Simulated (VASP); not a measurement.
A run of VASP 6.6.1 is set up as follows.

The input INCAR:

```
SYSTEM = Sc6WS
  PREC = Accurate
  ENCUT = 520
  EDIFF = 1E-6
  ISMEAR = 0
  SIGMA = 0.1
  LREAL = .FALSE.
  LASPH = .TRUE.
  NELM = 80
  ALGO = Normal
  ISIF = 2
  LWAVE = .FALSE.
  LCHARG = .FALSE.
  GGA = PE
  NBANDS = 53
```

The input KPOINTS:

```
regular mesh
0
G
  8 8 8
  0 0 0
```

The input POSCAR:

```
Sc6WS
1.0
    5.6077310193      0.0000000000      0.0000000000
    0.0000000000      5.6077310193      0.0000000000
    0.0000000000      0.0000000000      5.6077310193
Sc W S
6 1 1
Direct
    0.0000000000      0.5000000000      0.5000000000
    0.5000000000      0.0000000000      0.5000000000
    0.5000000000      0.5000000000      0.0000000000
    0.5000000000      0.0000000000      0.0000000000
    0.0000000000      0.5000000000      0.0000000000
    0.0000000000      0.0000000000      0.5000000000
    0.0000000000      0.0000000000      0.0000000000
    0.5000000000      0.5000000000      0.5000000000
```

Potentials or basis: VASP PAW PBE potentials, release 64 (Sc_sv, W_sv, S).

Command:

```console
$ cat potpaw_PBE.64/Sc_sv/POTCAR potpaw_PBE.64/W_sv/POTCAR potpaw_PBE.64/S/POTCAR > POTCAR
$ mpirun -np 1 vasp_std > vasp.out
```

**Question.** What does it give for the band gap on the k mesh?

**Answer.** Zero (bands 43 and 44 overlap by 1.36 eV).

**Question.** What does it give for the pressure?

**Answer.** 0.1 GPa.

Caveat: spin-orbit coupling is left out, which moves the levels of the heavy elements.
